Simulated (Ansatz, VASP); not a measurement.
# TePb in VASP and in Ansatz

```
Pb Te
1.0
    -0.02721    3.19549    3.22270
     3.19549   -0.02721    3.22270
     3.16827    3.16827    0.00000
Pb Te
1 1
Direct
  0.00000 0.00000 0.00000
  0.50000 0.50000 0.50000
```

Change from the starting cell: strained cell.

Alike in both runs: task relaxation of the atoms; functional LDA; k mesh 8 × 8 × 8; occupations gaussian, width 0.02 eV; no spin polarisation.

```csv
,VASP,Ansatz
version,VASP 6.6.1,Ansatz 0.2.0
potentials or method,"VASP PAW LDA potentials, release 64 (Pb_d, Te), cutoff 450 eV","scalar-relativistic, plane waves, PAW"
valence electrons in the cell,20,30
```

|  | VASP | Ansatz | Ansatz less VASP |
| --- | --- | --- | --- |
| gap on the k mesh at the Fermi level, each at its own relaxed structure (eV) | 0.49 | 0.52 | +0.022 |

Ansatz warns that its potentials were made for another functional, while VASP's fit it. LDA's correlation is that of Perdew and Zunger in VASP and of Perdew and Wang (1992) in Ansatz. VASP's potentials hold 20 valence electrons a cell and Ansatz's 30, so a difference there can come from the potentials and not from the codes. Ansatz's warnings: stress scf threshold loose.

Spin-orbit coupling is off throughout. Noted on VASP's run: the relaxation stopped at its first step, so nothing moved.
